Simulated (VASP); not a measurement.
A run of VASP 6.6.1:

The input INCAR:

```
SYSTEM = BiS
PREC     = Accurate       ! precision mode
ENCUT    = 600            ! plane-wave cutoff, eV
EDIFF    = 1E-7           ! SCF threshold, eV
ISMEAR   = -1             ! smearing method
SIGMA    = 0.05           ! smearing width, eV
LREAL    = .False.        ! projectors in reciprocal space
LASPH    = .True.         ! aspherical terms in the spheres
NELM     = 60             ! most SCF steps
ALGO     = Normal         ! electronic algorithm
ISIF     = 3              ! what is computed and relaxed
LWAVE    = .False.        ! write WAVECAR
LCHARG   = .False.        ! write CHGCAR
GGA      = PE             ! functional
IBRION   = 2              ! ionic algorithm
NSW      = 60             ! ionic steps
EDIFFG   = -0.01          ! ionic threshold
```

The input KPOINTS:

```
Automatic mesh
0
Gamma
  8 8 8
  0 0 0
```

The input POSCAR:

```
BiS
1.0
    2.1092708700      1.2177881000      3.5004874800
   -2.1092708700      1.2177881000      3.5004874800
    0.0000000000     -2.4355762100      3.5004874800
Bi S
1 1
Direct
    0.0000000000      0.0000000000      0.0000000000
    0.5000000000      0.5000000000      0.5000000000
```

Potentials or basis: VASP PAW PBE potentials, release 64 (Bi_d, S).

Command:

```console
$ cat potpaw_PBE.64/Bi_d/POTCAR potpaw_PBE.64/S/POTCAR > POTCAR
$ mpirun -np 1 vasp_std > vasp.out
```

Hardware: 1 thread of Intel(R) Xeon(R) 6975P-C (Granite Rapids), on a shared host.

Question: Estimate the wall time of this run.

Answer: It took 3.4 min on 1 thread of Intel(R) Xeon(R) 6975P-C (Granite Rapids), on a shared host, peak memory 0.25 GiB. Counts: scf iterations 121, k points 65, ion steps 14.
